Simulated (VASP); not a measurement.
A run of VASP 6.6.1 is set up as follows.

The input INCAR:

```
SYSTEM = Ge
PREC = Accurate
ENCUT = 520
EDIFF = 1E-8
ISMEAR = 1
SIGMA = 0.1
LREAL = .FALSE.
LASPH = .TRUE.
NELM = 80
ALGO = Normal
ISIF = 2
LWAVE = .FALSE.
LCHARG = .TRUE.
GGA = PS
NBANDS = 21
IBRION = 8
NSW = 1
```

KPOINTS

```
Automatic mesh
0
G
  12 12 12
  0 0 0
```

Contents of POSCAR:

```
Ge
1.0
   -2.5744900000      2.5744900000      1.3974130000
    2.5744900000     -2.5744900000      1.3974130000
    2.5744900000      2.5744900000     -1.3974130000
Ge
2
Direct
    0.2500000000      0.7500000000      0.5000000000
    0.5000000000      0.5000000000      0.0000000000
```

Potentials or basis: VASP PAW PBE potentials, release 64 (Ge_d).

Launch:

```bash
$ cat potpaw_PBE.64/Ge_d/POTCAR > POTCAR
$ mpirun -np 1 vasp_std > vasp.out
```

**Question.** Predict the highest phonon frequency at Γ.

**Answer.** 171 cm⁻¹.

Phonon frequencies in cm⁻¹ (negative: imaginary):
```csv
q point,frequencies
"(0.000, 0.000, 0.000)",0 0 0 62 171 171
```
